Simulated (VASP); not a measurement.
Here is a VASP 6.6.1 calculation.

POSCAR

```
AlN
1.0
    3.1066970521      0.0000000000      0.0000000000
   -1.5533485260      2.6904785689      0.0000000000
    0.0000000000      0.0000000000      4.9785739302
Al N
2 2
Direct
    0.6666666667      0.3333333333      0.4992049918
    0.3333333333      0.6666666667      0.9992049918
    0.6666666667      0.3333333333      0.8807950082
    0.3333333333      0.6666666667      0.3807950082
```

The input INCAR.step1:

```
PREC     = Accurate       # precision mode
ENCUT    = 520            # plane-wave cutoff, eV
ISMEAR   = 0              # smearing method
SIGMA    = 0.02           # smearing width, eV
LREAL    = False          # projectors in reciprocal space
LASPH    = True           # aspherical terms in the spheres
NELM     = 100            # most SCF steps
NBANDS   = 16             # bands
GGA      = PE             # functional
ALGO     = Normal         # electronic algorithm
EDIFF    = 1E-4           # SCF threshold, eV
LWAVE    = True           # write WAVECAR
LCHARG   = False          # write CHGCAR
```

The input INCAR.step2:

```
PREC     = Accurate       # precision mode
ENCUT    = 520            # plane-wave cutoff, eV
EDIFF    = 1E-7           # SCF threshold, eV
ISMEAR   = 0              # smearing method
SIGMA    = 0.02           # smearing width, eV
LREAL    = False          # projectors in reciprocal space
LASPH    = True           # aspherical terms in the spheres
NELM     = 100            # most SCF steps
ALGO     = Normal         # electronic algorithm
ISIF     = 2              # what is computed and relaxed
LWAVE    = False          # write WAVECAR
LCHARG   = True           # write CHGCAR
METAGGA  = R2SCAN         # meta-GGA
LMIXTAU  = True         
LELF     = True           # ELF
LVHAR    = True         
NBANDS   = 16             # bands
ISTART   = 1
```

Contents of KPOINTS:

```
Automatic mesh
0
Gamma
  12 12 6
```

Potentials or basis: VASP PAW PBE potentials, release 64 (Al, N).

Run with:

```bash
$ cat potpaw_PBE.64/Al/POTCAR potpaw_PBE.64/N/POTCAR > POTCAR
$ cp INCAR.step1 INCAR
$ mpirun -np 1 vasp_std > vasp.out
$ cp INCAR.step2 INCAR
$ mpirun -np 1 vasp_std > vasp.out
```

Q: Estimate the pressure.

A: -0.4 GPa.

Q: Predict the largest force.

A: 0.003 eV/Å.

Q: Estimate the band gap on the k mesh.

A: 4.92 eV, direct.

Forces in eV/Å, atoms in the order of the input:
```
Al   0.000  0.000 -0.003
Al   0.000  0.000 -0.003
N    0.000  0.000  0.003
N    0.000  0.000  0.003
```

Caveat: the PAW data sets were made with another functional, which shifts forces and pressure a little. r2SCAN opens gaps a little over a GGA but as a rule still falls short of measured ones.
